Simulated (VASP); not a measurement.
# BAs (P6_3/mmc) in VASP: settings compared

Aim: see how the results for BAs move with the level of theory and the settings. Levels: PBE, r2SCAN. Tasks: single point.

All numbers are computed with VASP 6.6.1; they aren't measurements. Logs are shortened: lines on timing, memory, paths and dates and some standing lists are left out, and cuts for length are marked.

### 1 The cell of the first run

Symmetry: P6_3/mmc, No. 194, hexagonal system. The conventional cell has a = 3.255 Å, b = 3.255 Å, c = 5.421 Å, α = 90.00°, β = 90.00°, γ = 120.00°. B (site symmetry -3m) has 6 As at 2.32 Å and 2 B at 2.71 Å within 3.1 Å. Within 3.1 Å of As (site symmetry -6m2) lie 6 B at 2.32 Å.

### 2 Single point, PBE

INCAR

```
SYSTEM = BAs
PREC     = Accurate       ! precision mode
ENCUT    = 520            ! plane-wave cutoff, eV
EDIFF    = 1E-7           ! SCF threshold, eV
ISMEAR   = -1             ! smearing method
SIGMA    = 0.02           ! smearing width, eV
LREAL    = .FALSE.        ! projectors in reciprocal space
LASPH    = .TRUE.         ! aspherical terms in the spheres
NELM     = 60             ! most SCF steps
ALGO     = Normal         ! electronic algorithm
ISIF     = 2              ! what is computed and relaxed
LWAVE    = .FALSE.        ! write WAVECAR
LCHARG   = .FALSE.        ! write CHGCAR
GGA      = PE             ! functional
NBANDS   = 16             ! bands
```

KPOINTS

```
regular mesh
0
G
  9 9 4
  0 0 0
```

POSCAR

```
BAs
1.0
    3.2550128174      0.0000000000      0.0000000000
   -1.6275064087      2.8189237895      0.0000000000
    0.0000000000      0.0000000000      5.4210204988
B As
2 2
Direct
    0.0000000000      0.0000000000      0.0000000000
    0.0000000000      0.0000000000      0.5000000000
    0.3333333333      0.6666666667      0.2500000000
    0.6666666667      0.3333333333      0.7500000000
```

Potentials or basis: VASP PAW PBE potentials, release 64 (B, As).

Command:

```console
$ cat potpaw_PBE.64/B/POTCAR potpaw_PBE.64/As/POTCAR > POTCAR
$ mpirun -np 1 vasp_std > vasp.out
```

OUTCAR:

```text
SYSTEM = BAs
   PREC = Accurate
   ENCUT = 520
   EDIFF = 1E-7
   ISMEAR = -1
   LREAL = .FALSE.
   LASPH = .TRUE.
   NELM = 60
   ISIF = 2
   GGA = PE

 ion  position               nearest neighbor table
   1  0.000  0.000  0.000-   3 2.32   4 2.32   3 2.32   4 2.32   4 2.32   3 2.32
   2  0.000  0.000  0.500-   3 2.32   4 2.32   3 2.32   4 2.32   4 2.32   3 2.32
   3  0.333  0.667  0.250-   1 2.32   2 2.32   1 2.32   2 2.32   1 2.32   2 2.32
   4  0.667  0.333  0.750-   1 2.32   2 2.32   1 2.32   2 2.32   1 2.32   2 2.32

  LATTYP: Found a hexagonal cell.
 ALAT       =     3.2550128174
 C/A-ratio  =     1.6654375276

  Lattice vectors:

 A1 = (   3.2550128174,   0.0000000000,   0.0000000000)
 A2 = (  -1.6275064087,   2.8189237895,   0.0000000000)
 A3 = (   0.0000000000,   0.0000000000,   5.4210204988)

Analysis of symmetry for initial positions (statically):
=====================================================================
 Subroutine PRICEL returns:
 Original cell was already a primitive cell.

 Routine SETGRP: Setting up the symmetry group for a
 hexagonal supercell.

 Subroutine GETGRP returns: Found 24 space group operations
 (whereof 12 operations were pure point group operations)
 out of a pool of 24 trial point group operations.

The static configuration has the point symmetry D_3d.
 The point group associated with its full space group is D_6h.

Analysis of symmetry for dynamics (positions and initial velocities):
=====================================================================
 Subroutine PRICEL returns:
 Original cell was already a primitive cell.

 Routine SETGRP: Setting up the symmetry group for a
 hexagonal supercell.

 Subroutine GETGRP returns: Found 24 space group operations
 (whereof 12 operations were pure point group operations)
 out of a pool of 24 trial point group operations.

The dynamic configuration has the point symmetry D_3d.
 The point group associated with its full space group is D_6h.

 Subroutine INISYM returns: Found 24 space group operations
 (whereof 12 operations are pure point group operations),
 and found     1 'primitive' translations

----------------------------------------------------------------------------------------

                                     Primitive cell

  volume of cell :      49.7413

  direct lattice vectors                    reciprocal lattice vectors
     3.255012817  0.000000000  0.000000000     0.307218452  0.177372656  0.000000000
    -1.627506409  2.818923789  0.000000000     0.000000000  0.354745312  0.000000000
     0.000000000  0.000000000  5.421020499     0.000000000  0.000000000  0.184467113

  length of vectors
     3.255012817  3.255012817  5.421020499     0.354745312  0.354745312  0.184467113

  position of ions in fractional coordinates (direct lattice)
     0.000000000  0.000000000  0.000000000
     0.000000000  0.000000000  0.500000000
     0.333333333  0.666666667  0.250000000
     0.666666667  0.333333333  0.750000000

  ion indices of the primitive-cell ions
   primitive index   ion index
                 1           1
                 2           2
                 3           3
                 4           4

----------------------------------------------------------------------------------------

 KPOINTS: regular mesh

Automatic generation of k-mesh.
 Grid dimensions read from file:
 generate k-points for:    9    9    4

 Generating k-lattice:

  Cartesian coordinates                     Fractional coordinates (reciprocal lattice)
     0.034135384  0.019708073  0.000000000     0.111111111  0.000000000  0.000000000
     0.000000000  0.039416146  0.000000000     0.000000000  0.111111111  0.000000000
     0.000000000  0.000000000  0.046116778     0.000000000  0.000000000  0.250000000

  Length of vectors
     0.039416146  0.039416146  0.046116778

  Shift w.r.t. Gamma in fractional coordinates (k-lattice)
     0.000000000  0.000000000  0.000000000

 Subroutine IBZKPT returns following result:
 ===========================================

 Found     36 irreducible k-points:

 Following reciprocal coordinates:
            Coordinates               Weight
  0.000000  0.000000  0.000000      1.000000
  0.111111  0.000000  0.000000      6.000000
  0.222222 -0.000000  0.000000      6.000000
  0.333333  0.000000  0.000000      6.000000
  0.444444 -0.000000  0.000000      6.000000
  0.111111  0.111111  0.000000      6.000000
[... 16 lines left out ...]
  0.333333  0.222222  0.250000     24.000000
  0.333333  0.333333  0.250000      4.000000
 [... further k-points ...]
   k-points           NKPTS =     36   k-points in BZ     NKDIM =     36   number of bands    NBANDS=     16
   number of dos      NEDOS =    301   number of ions     NIONS =      4
   total plane-waves  NPLWV =  23040
   dimension x,y,z NGX =    24 NGY =   24 NGZ =   40
   dimension x,y,z NGXF=    48 NGYF=   48 NGZF=   80
   ions per type =               2   2
   NGX,Y,Z   is equivalent  to a cutoff of  12.26, 12.26, 12.27 a.u.
   NGXF,Y,Z  is equivalent  to a cutoff of  24.52, 24.52, 24.53 a.u.
 SYSTEM =  BAs
   PREC   = accura    normal or accurate (medium, high low for compatibility)
   ISTART =      0    job   : 0-new  1-cont  2-samecut
   ICHARG =      2    charge: 1-file 2-atom 10-const
   ISPIN  =      1    spin polarized calculation?
   LNONCOLLINEAR =      F non collinear calculations
   LSORBIT =      F    spin-orbit coupling
   LASPH  =      T    aspherical Exc in radial PAW
   ENCUT  =  520.0 eV  38.22 Ry    6.18 a.u.   6.05  6.05 10.08*2*pi/ulx,y,z
   NELM   =     60;   NELMIN=  2; NELMDL= -5     # of ELM steps
   EDIFF  = 0.1E-06   stopping-criterion for ELM
   LREAL  =      F    real-space projection
   EDIFFG = 0.1E-05   stopping-criterion for IOM
   NSW    =      0    number of steps for IOM
   IBRION =     -1    ionic relax: 0-MD 1-quasi-New 2-CG
   NFREE  =      0    steps in history (QN), initial steepest desc. (CG)
   ISIF   =      2    stress and relaxation
   ISYM   =      2    0-nonsym 1-usesym 2-fastsym
   POTIM  = 0.5000    time-step for ionic-motion
   TEBEG  =    0.0;   TEEND  =   0.0 temperature during run
   PSTRESS=    0.0 pullay stress
   NELECT =      16.0000    total number of electrons
   NUPDOWN=      -1.0000    fix difference up-down
   EMIN   =  10.00;   EMAX   =-10.00  energy-range for DOS
   EFERMI =   0.00;   METHOD = LEGACY
   ISMEAR =    -1;   SIGMA  =   0.02  broadening in eV -4-tet -1-fermi 0-gaus
   EFERMI_NEDOS =   21; number of points for ismear=-14 and -15
   IALGO  =     38    algorithm
   IMIX   =      4    mixing-type and parameters
     AMIX     =   0.40;   BMIX     =  1.00
     AMIX_MAG =   1.60;   BMIX_MAG =  1.00
  volume/ion in A,a.u.               =      12.44        83.92
  Fermi-wavevector in a.u.,A,eV,Ry     =   1.121698  2.119701 17.118926  1.258206
  Thomas-Fermi vector in A             =   2.258353
   LORBIT       =      0    0 simple, 1 ext, 2 COOP (PROOUT), +10 PAW based schemes
   GGA     = PE    functional components
   LHFCALC =     F    Hartree Fock is set to
   AEXX    =    0.0000 exact exchange contribution
   IVDW    =     0    specifies the selected vdW correction
   LEPSILON=     F    determine dielectric tensor
   LRPA    =     F    only Hartree local field effects (RPA)
 non-spin polarized calculation
  energy-cutoff  :      520.00
  volume of cell :       49.74
 maximum number of plane-waves:      1362
   NGX = 13   NGY = 13   NGZ = 21

 number of electron      15.9999999 magnetization

 Free energy of the ion-electron system (eV)
  ---------------------------------------------------
  ext. energy  EPLUGINS =         0.00000000
  ---------------------------------------------------
  free energy    TOTEN  =       -18.79511050 eV

  energy without entropy =      -18.79259202  energy(sigma->0) =      -18.79385126

 E-fermi :   7.1530     XC(G=0): -11.3531

 val. band max:        7.1480520215   @ k =   0.3333   0.3333   0.5000
 cond. band min:       7.2080867545   @ k =   0.2222   0.1111   0.0000
 fundamental gap:      0.0600347330
 Fermi energy:         7.1530374177

 k-point     1 :       0.0000    0.0000    0.0000
  band No.  band energies     occupation
      1      -8.6629      2.00000
      2      -5.1378      2.00000
      3      -2.4971      2.00000
      4       6.5455      2.00000
      5       6.5455      2.00000
      6       7.4022      0.00001
[... 8 lines left out ...]
     15      14.9107      0.00000
     16      15.1229      0.00000

 k-point     2 :       0.1111    0.0000    0.0000
  band No.  band energies     occupation
      1      -8.4531      2.00000
      2      -4.9454      2.00000
      3      -2.2911      2.00000
      4       4.8115      2.00000
      5       5.8465      2.00000
      6       7.2323      0.03737
[... 8 lines left out ...]
     15      14.5188      0.00000
     16      15.3661      0.00000

 k-point     3 :       0.2222   -0.0000    0.0000
  band No.  band energies     occupation
      1      -7.8280      2.00000
      2      -4.3991      2.00000
      3      -1.6757      2.00000
      4       2.1792      2.00000
      5       4.8116      2.00000
      6       5.0611      2.00000
[... 8 lines left out ...]
     15      14.1894      0.00000
     16      16.6724      0.00000

 k-point     4 :       0.3333    0.0000    0.0000
  band No.  band energies     occupation
      1      -6.8068      2.00000
      2      -3.7063      2.00000
      3      -0.6600      2.00000
      4      -0.0537      2.00000
      5       2.8371      2.00000
      6       4.0302      2.00000
[... 8 lines left out ...]
     15      15.8349      0.00000
     16      17.9015      0.00000
[... 324 lines left out ...]
 k-point    22 :       0.2222    0.2222    0.2500
  band No.  band energies     occupation
      1      -5.9394      2.00000
      2      -4.0585      2.00000
      3      -0.0451      2.00000
      4       0.1145      2.00000
      5       1.9797      2.00000
      6       3.2229      2.00000
[... 8 lines left out ...]
     15      15.6555      0.00000
     16      16.0773      0.00000

 k-point    23 :       0.3333    0.2222    0.2500
  band No.  band energies     occupation
      1      -4.6781      2.00000
      2      -3.5947      2.00000
      3      -1.3715      2.00000
      4      -0.2599      2.00000
      5       1.3155      2.00000
      6       2.5926      2.00000
[... 8 lines left out ...]
     15      16.0011      0.00000
     16      16.4504      0.00000

 k-point    24 :       0.3333    0.3333    0.2500
  band No.  band energies     occupation
      1      -3.6997      2.00000
      2      -3.6997      2.00000
      3      -1.9745      2.00000
      4       0.0883      2.00000
      5       1.1486      2.00000
      6       1.1486      2.00000
[... 8 lines left out ...]
     15      15.5295      0.00000
     16      16.6292      0.00000

 [... further k-points ...]
[... 5 lines left out ...]
  --------------------------------------------------------------------------------------
  -------------------------------------------------------------------------------------
  Total        0.2953990      0.2953990      0.8376919     -0.0000000      0.0000000     -0.0000000
  in kB        9.5148626      9.5148626     26.9822292     -0.0000000      0.0000000     -0.0000000
  external PRESSURE =      15.3373181 kB  Pullay stress =       0.0000000 kB

 VOLUME and BASIS-vectors are now :
 -----------------------------------------------------------------------------
  energy-cutoff  :      520.00
  volume of cell :       49.74
      direct lattice vectors                 reciprocal lattice vectors
     3.255012817  0.000000000  0.000000000     0.307218452  0.177372656  0.000000000
    -1.627506409  2.818923789  0.000000000     0.000000000  0.354745312  0.000000000
     0.000000000  0.000000000  5.421020499     0.000000000  0.000000000  0.184467113

 POSITION                                       TOTAL-FORCE (eV/Angst)
 -----------------------------------------------------------------------------------
      0.00000      0.00000      0.00000         0.000000      0.000000     -0.000000
      0.00000      0.00000      2.71051         0.000000      0.000000     -0.000000
     -0.00000      1.87928      1.35526        -0.000000      0.000000      0.000000
      1.62751      0.93964      4.06577         0.000000     -0.000000     -0.000000
 -----------------------------------------------------------------------------------
    total drift:                               -0.000000      0.000000      0.000000

  FREE ENERGIE OF THE ION-ELECTRON SYSTEM (eV)
  ---------------------------------------------------
  free  energy   TOTEN  =       -18.7951105009 eV

  energy  without entropy=      -18.7925920174  energy(sigma->0) =      -18.79385126
```

Run time: 14 s. Hardware: 1 thread of Intel Xeon 6975P-C, shared host; peak memory 0.17 GiB.

What came out:

```
Free energy            : -18.7951 eV
Pressure               : 1.5 GPa
Band gap on the k mesh : zero (band 8 reaches 9.00 eV, above the bottom of band 9 at 2.96 eV)
```

Levels at points of the mesh, in eV from the Fermi level:
```tsv
k point	band 4	band 5	band 6	band 7	band 8	band 9	band 10	band 11	band 12	band 13
(0.00, 0.00, 0.00)	-0.61	-0.61	0.25	1.48	1.48	2.40	2.68	2.68	3.60	6.06
(0.00, 0.00, 0.50)	-5.14	0.20	0.20	0.20	0.20	3.38	3.38	4.05	4.05	4.05
```

(Part 1 of 2 ends here.)
